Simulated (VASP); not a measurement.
# SiC (P6_3mc) in VASP: further runs

SiC is run at these levels: PBEsol; tasks: electric field gradients.

All numbers are computed with VASP 6.6.1; they aren't measurements. Logs are shortened: lines on timing, memory, paths and dates and some standing lists are left out, and cuts for length are marked.

## Step 1: The cell of the first run

Symmetry: P6_3mc, No. 186, hexagonal system. The conventional cell has a = 3.076 Å, b = 3.076 Å, c = 4.998 Å, α = 90.00°, β = 90.00°, γ = 120.00°. Within 2.5 Å of Si (site symmetry 3m) lie 4 C at 1.87 to 1.92 Å. C (site symmetry 3m) has 4 Si at 1.87 to 1.92 Å within 2.5 Å.

## Step 2: Electric field gradients, PBEsol (zz strain of -1 %)

File INCAR:

```
SYSTEM = SiC
PREC = Accurate
ENCUT = 520
EDIFF = 1E-8
ISMEAR = -1
SIGMA = 0.08
LREAL = .FALSE.
LASPH = .TRUE.
NELM = 100
ALGO = Normal
ISIF = 2
LWAVE = .FALSE.
LCHARG = .FALSE.
GGA = PS
LEFG = .TRUE.
NBANDS = 16
```

File KPOINTS:

```
Automatic mesh
0
G
  15 15 8
  0 0 0
```

File POSCAR:

```
SiC
1.0
    3.0759982064      0.0000000000      0.0000000000
   -1.5379991032      2.6638925888      0.0000000000
    0.0000000000      0.0000000000      4.9975200000
Si C
2 2
Direct
    0.3333333333      0.6666666667      0.0000000000
    0.6666666667      0.3333333333      0.5000000000
    0.3333333333      0.6666666667      0.3850000000
    0.6666666667      0.3333333333      0.8850000000
```

Potentials or basis: VASP PAW PBE potentials, release 64 (Si, C).

Launch:

```sh
> cat potpaw_PBE.64/Si/POTCAR potpaw_PBE.64/C/POTCAR > POTCAR
> mpirun -np 1 vasp_std > vasp.out
```

OUTCAR:

```text
SYSTEM = SiC
   PREC = Accurate
   ENCUT = 520
   EDIFF = 1E-8
   ISMEAR = -1
   LREAL = .FALSE.
   LASPH = .TRUE.
   NELM = 100
   ISIF = 2
   GGA = PS

 ion  position               nearest neighbor table
   1  0.333  0.667  0.000-   4 1.87   4 1.87   4 1.87   3 1.92   2 3.07   2 3.07   2 3.07   2 3.07
                             2 3.07   2 3.07
   2  0.667  0.333  0.500-   3 1.87   3 1.87   3 1.87   4 1.92   1 3.07   1 3.07   1 3.07   1 3.07
                             1 3.07   1 3.07
   3  0.333  0.667  0.385-   2 1.87   2 1.87   2 1.87   1 1.92
   4  0.667  0.333  0.885-   1 1.87   1 1.87   1 1.87   2 1.92

  LATTYP: Found a hexagonal cell.
 ALAT       =     3.0759982064
 C/A-ratio  =     1.6246823518

  Lattice vectors:

 A1 = (   3.0759982064,   0.0000000000,   0.0000000000)
 A2 = (  -1.5379991032,   2.6638925888,   0.0000000000)
 A3 = (   0.0000000000,   0.0000000000,   4.9975200000)

Analysis of symmetry for initial positions (statically):
=====================================================================
 Subroutine PRICEL returns:
 Original cell was already a primitive cell.

 Routine SETGRP: Setting up the symmetry group for a
 hexagonal supercell.

 Subroutine GETGRP returns: Found 12 space group operations
 (whereof  6 operations were pure point group operations)
 out of a pool of 24 trial point group operations.

The static configuration has the point symmetry C_3v.
 The point group associated with its full space group is C_6v.

Analysis of symmetry for dynamics (positions and initial velocities):
=====================================================================
 Subroutine PRICEL returns:
 Original cell was already a primitive cell.

 Routine SETGRP: Setting up the symmetry group for a
 hexagonal supercell.

 Subroutine GETGRP returns: Found 12 space group operations
 (whereof  6 operations were pure point group operations)
 out of a pool of 24 trial point group operations.

The dynamic configuration has the point symmetry C_3v.
 The point group associated with its full space group is C_6v.

 Subroutine INISYM returns: Found 12 space group operations
 (whereof  6 operations are pure point group operations),
 and found     1 'primitive' translations

----------------------------------------------------------------------------------------

                                     Primitive cell

  volume of cell :      40.9503

  direct lattice vectors                    reciprocal lattice vectors
     3.075998206  0.000000000  0.000000000     0.325097719  0.187695255  0.000000000
    -1.537999103  2.663892589  0.000000000     0.000000000  0.375390511  0.000000000
     0.000000000  0.000000000  4.997520000     0.000000000  0.000000000  0.200099249

  length of vectors
     3.075998206  3.075998206  4.997520000     0.375390511  0.375390511  0.200099249

  position of ions in fractional coordinates (direct lattice)
     0.333333333  0.666666667  0.000000000
     0.666666667  0.333333333  0.500000000
     0.333333333  0.666666667  0.385000000
     0.666666667  0.333333333  0.885000000

  ion indices of the primitive-cell ions
   primitive index   ion index
                 1           1
                 2           2
                 3           3
                 4           4

----------------------------------------------------------------------------------------

 KPOINTS: Automatic mesh

Automatic generation of k-mesh.
 Grid dimensions read from file:
 generate k-points for:   15   15    8

 Generating k-lattice:

  Cartesian coordinates                     Fractional coordinates (reciprocal lattice)
     0.021673181  0.012513017  0.000000000     0.066666667  0.000000000  0.000000000
     0.000000000  0.025026034  0.000000000     0.000000000  0.066666667  0.000000000
     0.000000000  0.000000000  0.025012406     0.000000000  0.000000000  0.125000000

  Length of vectors
     0.025026034  0.025026034  0.025012406

  Shift w.r.t. Gamma in fractional coordinates (k-lattice)
     0.000000000  0.000000000  0.000000000

 Subroutine IBZKPT returns following result:
 ===========================================

 Found    135 irreducible k-points:

 Following reciprocal coordinates:
            Coordinates               Weight
  0.000000  0.000000  0.000000      1.000000
  0.066667  0.000000  0.000000      6.000000
  0.133333  0.000000  0.000000      6.000000
  0.200000  0.000000  0.000000      6.000000
  0.266667  0.000000  0.000000      6.000000
  0.333333  0.000000  0.000000      6.000000
[... 16 lines left out ...]
  0.333333  0.200000  0.000000     12.000000
  0.400000  0.200000  0.000000      6.000000
 [... further k-points ...]
   k-points           NKPTS =    135   k-points in BZ     NKDIM =    135   number of bands    NBANDS=     16
   number of dos      NEDOS =    301   number of ions     NIONS =      4
   total plane-waves  NPLWV =  23040
   dimension x,y,z NGX =    24 NGY =   24 NGZ =   40
   dimension x,y,z NGXF=    48 NGYF=   48 NGZF=   80
   ions per type =               2   2
   NGX,Y,Z   is equivalent  to a cutoff of  12.97, 12.97, 13.31 a.u.
   NGXF,Y,Z  is equivalent  to a cutoff of  25.94, 25.94, 26.61 a.u.
 SYSTEM =  SiC
   PREC   = accura    normal or accurate (medium, high low for compatibility)
   ISTART =      0    job   : 0-new  1-cont  2-samecut
   ICHARG =      2    charge: 1-file 2-atom 10-const
   ISPIN  =      1    spin polarized calculation?
   LNONCOLLINEAR =      F non collinear calculations
   LSORBIT =      F    spin-orbit coupling
   LASPH  =      T    aspherical Exc in radial PAW
   ENCUT  =  520.0 eV  38.22 Ry    6.18 a.u.   5.72  5.72  9.29*2*pi/ulx,y,z
   NELM   =    100;   NELMIN=  2; NELMDL= -5     # of ELM steps
   EDIFF  = 0.1E-07   stopping-criterion for ELM
   LREAL  =      F    real-space projection
   EDIFFG = 0.1E-06   stopping-criterion for IOM
   NSW    =      0    number of steps for IOM
   IBRION =     -1    ionic relax: 0-MD 1-quasi-New 2-CG
   NFREE  =      0    steps in history (QN), initial steepest desc. (CG)
   ISIF   =      2    stress and relaxation
   ISYM   =      2    0-nonsym 1-usesym 2-fastsym
   POTIM  = 0.5000    time-step for ionic-motion
   TEBEG  =    0.0;   TEEND  =   0.0 temperature during run
   PSTRESS=    0.0 pullay stress
   NELECT =      16.0000    total number of electrons
   NUPDOWN=      -1.0000    fix difference up-down
   EMIN   =  10.00;   EMAX   =-10.00  energy-range for DOS
   EFERMI =   0.00;   METHOD = LEGACY
   ISMEAR =    -1;   SIGMA  =   0.08  broadening in eV -4-tet -1-fermi 0-gaus
   EFERMI_NEDOS =   21; number of points for ismear=-14 and -15
   IALGO  =     38    algorithm
   IMIX   =      4    mixing-type and parameters
     AMIX     =   0.40;   BMIX     =  1.00
     AMIX_MAG =   1.60;   BMIX_MAG =  1.00
  volume/ion in A,a.u.               =      10.24        69.09
  Fermi-wavevector in a.u.,A,eV,Ry     =   1.196821  2.261663 19.488706  1.432380
  Thomas-Fermi vector in A             =   2.332751
   LORBIT       =      0    0 simple, 1 ext, 2 COOP (PROOUT), +10 PAW based schemes
   GGA     = PS    functional components
   LHFCALC =     F    Hartree Fock is set to
   AEXX    =    0.0000 exact exchange contribution
   IVDW    =     0    specifies the selected vdW correction
   LEPSILON=     F    determine dielectric tensor
   LRPA    =     F    only Hartree local field effects (RPA)
 non-spin polarized calculation
  energy-cutoff  :      520.00
  volume of cell :       40.95
 maximum number of plane-waves:      1118
 NGX is ok and might be reduce to    24
   NGX = 11   NGY = 11   NGZ = 19

 number of electron      16.0000000 magnetization

 Free energy of the ion-electron system (eV)
  ---------------------------------------------------
  ext. energy  EPLUGINS =         0.00000000
  ---------------------------------------------------
  free energy    TOTEN  =       -31.78607250 eV

  energy without entropy =      -31.78607248  energy(sigma->0) =      -31.78607249

 E-fermi :   9.5941     XC(G=0): -11.5407

 val. band max:        8.5119218389   @ k =   0.0000   0.0000   0.0000
 cond. band min:      10.6364983660   @ k =   0.3333   0.3333   0.0000
 fundamental gap:      2.1245765270
 Fermi energy:         9.5941478725

 k-point     1 :       0.0000    0.0000    0.0000
  band No.  band energies     occupation
      1      -7.3510      2.00000
      2      -3.6861      2.00000
      3      -0.3344      2.00000
      4       6.8498      2.00000
      5       6.8498      2.00000
      6       8.1925      2.00000
[... 8 lines left out ...]
     15      17.1640      0.00000
     16      19.8116      0.00000

 k-point     2 :       0.0667    0.0000    0.0000
  band No.  band energies     occupation
      1      -7.2734      2.00000
      2      -3.6197      2.00000
      3      -0.2617      2.00000
      4       6.3942      2.00000
      5       6.7099      2.00000
      6       7.9008      2.00000
[... 8 lines left out ...]
     15      17.3690      0.00000
     16      18.9326      0.00000

 k-point     3 :       0.1333    0.0000    0.0000
  band No.  band energies     occupation
      1      -7.0418      2.00000
      2      -3.4239      2.00000
      3      -0.0470      2.00000
      4       5.3138      2.00000
      5       6.3657      2.00000
      6       7.1365      2.00000
[... 8 lines left out ...]
     15      17.8730      0.00000
     16      18.0307      0.00000
[... 362 lines left out ...]
 k-point    23 :       0.3333    0.2000    0.0000
  band No.  band energies     occupation
      1      -3.9539      2.00000
      2      -2.1513      2.00000
      3       0.9129      2.00000
      4       2.2075      2.00000
      5       2.9735      2.00000
      6       3.2878      2.00000
[... 8 lines left out ...]
     15      19.2783      0.00000
     16      20.1527      0.00000

 k-point    24 :       0.4000    0.2000    0.0000
  band No.  band energies     occupation
      1      -3.5270      2.00000
      2      -2.4164      2.00000
      3       0.9551      2.00000
      4       2.1975      2.00000
      5       2.5932      2.00000
      6       3.5953      2.00000
[... 8 lines left out ...]
     15      19.6062      0.00000
     16      20.2243      0.00000

 [... further k-points ...]

------------------------ aborting loop because EDIFF is reached ----------------------------------------

  FORCE on cell =-STRESS in cart. coord.  units (eV):
  Direction    XX          YY          ZZ          XY          YZ          ZX
  --------------------------------------------------------------------------------------
  -------------------------------------------------------------------------------------
  Total        0.6881045      0.6881045      0.6854956      0.0000000      0.0000000      0.0000000
  in kB       26.9220186     26.9220187     26.8199479      0.0000000      0.0000000      0.0000000
  external PRESSURE =      26.8879951 kB  Pullay stress =       0.0000000 kB

 VOLUME and BASIS-vectors are now :
 -----------------------------------------------------------------------------
  energy-cutoff  :      520.00
  volume of cell :       40.95
      direct lattice vectors                 reciprocal lattice vectors
     3.075998206  0.000000000  0.000000000     0.325097719  0.187695255  0.000000000
    -1.537999103  2.663892589  0.000000000     0.000000000  0.375390511  0.000000000
     0.000000000  0.000000000  4.997520000     0.000000000  0.000000000  0.200099249

 POSITION                                       TOTAL-FORCE (eV/Angst)
 -----------------------------------------------------------------------------------
     -0.00000      1.77593      0.00000        -0.000000      0.000000      0.678903
      1.53800      0.88796      2.49876         0.000000     -0.000000      0.678903
     -0.00000      1.77593      1.92405        -0.000000      0.000000     -0.678903
      1.53800      0.88796      4.42281         0.000000     -0.000000     -0.678903
 -----------------------------------------------------------------------------------
    total drift:                                0.000000      0.000000     -0.000074

  FREE ENERGIE OF THE ION-ELECTRON SYSTEM (eV)
  ---------------------------------------------------
  free  energy   TOTEN  =       -31.7860725042 eV

  energy  without entropy=      -31.7860724844  energy(sigma->0) =      -31.78607249

 Electric field gradients (V/A^2)
---------------------------------------------------------------------
 ion       V_xx      V_yy      V_zz      V_xy      V_xz      V_yz
---------------------------------------------------------------------
   1      -7.027    -7.027    14.055    -0.000     0.000    -0.000
   2      -7.027    -7.027    14.055    -0.000    -0.000     0.000
   3      -0.747    -0.748     1.495    -0.000    -0.000     0.000
   4      -0.747    -0.748     1.495    -0.000     0.000    -0.000
---------------------------------------------------------------------

 Electric field gradients after diagonalization (V/A^2)
 (convention: |V_zz| > |V_xx| > |V_yy|)
----------------------------------------------------------------------
 ion       V_xx      V_yy      V_zz     asymmetry (V_yy - V_xx)/ V_zz
----------------------------------------------------------------------
   1      -7.027    -7.027    14.055       0.000
   2      -7.027    -7.027    14.055       0.000
   3      -0.748    -0.747     1.495       0.000
   4      -0.748    -0.747     1.495       0.000
----------------------------------------------------------------------

           NMR quadrupolar parameters

 Cq : quadrupolar parameter    Cq=e*Q*V_zz/h
 eta: asymmetry parameters     (V_yy - V_xx)/ V_zz
 Q  : nuclear electric quadrupole moment in mb (millibarn)
----------------------------------------------------------------------
 ion       Cq(MHz)       eta       Q (mb)
----------------------------------------------------------------------
   1       0.034       0.000       1.000
   2       0.034       0.000       1.000
   3       0.004       0.000       1.000
   4       0.004       0.000       1.000
----------------------------------------------------------------------
```

Run time: 27 s. Hardware: 1 thread of Intel Xeon 6975P-C (Granite Rapids), shared host; peak memory 0.2 GiB.

Results:

```yaml
Free_energy: -31.7861 eV
Pressure: 2.7 GPa
Largest_force: 0.679 eV/Å
Band_gap_on_the_k_mesh: 2.12 eV, indirect (least direct gap 3.89 eV)
```

Forces in eV/Å, atoms in the order of the input:
```
Si   0.000  0.000  0.679
Si   0.000  0.000  0.679
C    0.000  0.000 -0.679
C    0.000  0.000 -0.679
```

Levels at points of the mesh, in eV from the valence-band top:
| k point | band 4 | band 5 | band 6 | band 7 | band 8 | band 9 | band 10 | band 11 | band 12 | band 13 |
| --- | --- | --- | --- | --- | --- | --- | --- | --- | --- | --- |
| (0.00, 0.00, 0.00) | -1.66 | -1.66 | -0.32 | -0.32 | 0.00 | 4.45 | 6.19 | 6.37 | 6.37 | 7.56 |
| (0.00, 0.00, 0.50) | -4.46 | -1.04 | -1.04 | -1.04 | -1.04 | 5.58 | 5.58 | 7.04 | 7.04 | 7.04 |

Electric field gradients, principal values (V/Å²):
```csv
atom,least,middle,greatest (by size)
1 Si,-7.027,-7.027,14.055
2 Si,-7.027,-7.027,14.055
3 C,-0.747,-0.748,1.495
4 C,-0.747,-0.748,1.495
```

Caveat: the cell differs from its parent crystal (zz strain of -1 %); without QUAD_EFG the Cq values of the log hold for a quadrupole moment of 1 mb, not for the nuclei; the PAW data sets were made with another functional, which shifts forces and pressure a little. A k mesh can miss the band edges.

(Continued in part 2 of 3.)
